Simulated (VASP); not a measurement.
Wanted: the native input for a VASP 6.6.1 run.

| Property | Result |
| --- | --- |
| Task | relaxation of cell and atoms |
| Functional | LDA |
| Potentials or basis | VASP PAW LDA potentials, release 64 (Si, C) |
| Cutoff | 600 eV |
| k mesh | 10 × 10 × 10 |
| Occupations | gaussian, width 0.01 eV |
| Spin | no spin polarisation |
| Target pressure | 2 GPa |
| Dipole correction | no |
| Further INCAR settings | ALGO = Normal; EDIFF = 1e-06; IBRION = 2; EDIFFG = -0.002; NSW = 100; ISIF = 3 |

The structure of SiC lies in POSCAR:

```
SiC
1.0
    2.1644853876      2.1644853876      0.0000000000
   -2.1644853876      2.1644853876      0.0000000000
    0.0000000000      2.1644853876      2.1644853876
Si C
1 1
Direct
    0.0000000000      0.0000000000      0.0000000000
    0.7500000000      0.2500000000      0.5000000000
```

The input as run:

INCAR

```
PREC = Accurate
ENCUT = 600
EDIFF = 1E-6
ISMEAR = 0
SIGMA = 0.01
LREAL = F
LASPH = T
NELM = 60
ALGO = Normal
ISIF = 3
LWAVE = F
LCHARG = F
GGA = CA
IBRION = 2
NSW = 100
EDIFFG = -0.002
PSTRESS = 20.0
```

KPOINTS

```
regular mesh
0
Gamma
  10 10 10
```

Potentials or basis: VASP PAW LDA potentials, release 64 (Si, C).

Run with:

```sh
$ cat potpaw_LDA.64/Si/POTCAR potpaw_LDA.64/C/POTCAR > POTCAR
$ mpirun -np 1 vasp_std > vasp.out
```

Results of the run:

```yaml
Relaxed_volume: 10.06 Å³/atom
Relaxed_cell: a = 3.053 Å, b = 3.053 Å, c = 3.053 Å, α = 60.00°, β = 60.00°, γ = 90.00°
Space_group_after_relaxing_to_0.1_Å: F-43m (No. 216)
Energy_change_on_relaxing_the_run_minimises_the_enthalpy: +0.5 meV/atom
Ionic_steps: 3
Pressure_after_relaxing: 2.0 GPa
Band_gap_on_the_k_mesh: 1.28 eV (least direct gap 4.53 eV)
```

Caveat: the cell is relaxed towards a set pressure, so the run minimises the enthalpy, not the energy.

Run time: 9.9 s on 1 thread of Intel Xeon 8259CL, on a shared host, peak memory 0.13 GiB.
